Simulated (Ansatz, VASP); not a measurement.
# Two plane-wave programs on MgRh

```xyz
2
Lattice="3.0992 0.0000 0.0000 0.0000 3.0992 0.0000 0.0000 0.0000 3.0992" Properties=species:S:1:pos:R:3 pbc="T T T"
Mg    0.0000    0.0000    0.0000
Rh    1.5496    1.5496    1.5496
```

Alike in both runs: task single point; functional LDA; k mesh 7 × 7 × 7; no spin polarisation.

|  | VASP | Ansatz |
| --- | --- | --- |
| version | VASP 6.6.1 | Ansatz 0.2.0 |
| potentials or method | VASP PAW LDA potentials, release 64 (Mg, Rh_pv), cutoff 520 eV | plane waves, PAW |
| occupations | methfessel-paxton of order 1, width 0.1 eV | cold |
| valence electrons in the cell | 17 | 27 |

|  | VASP | Ansatz | Ansatz less VASP |
| --- | --- | --- | --- |
| pressure (GPa) | -6.6 | -6.3 | +0.34 |

LDA's correlation is that of Perdew and Zunger in VASP and of Perdew and Wang (1992) in Ansatz. VASP's potentials hold 17 valence electrons a cell and Ansatz's 27, so a difference there can come from the potentials and not from the codes.
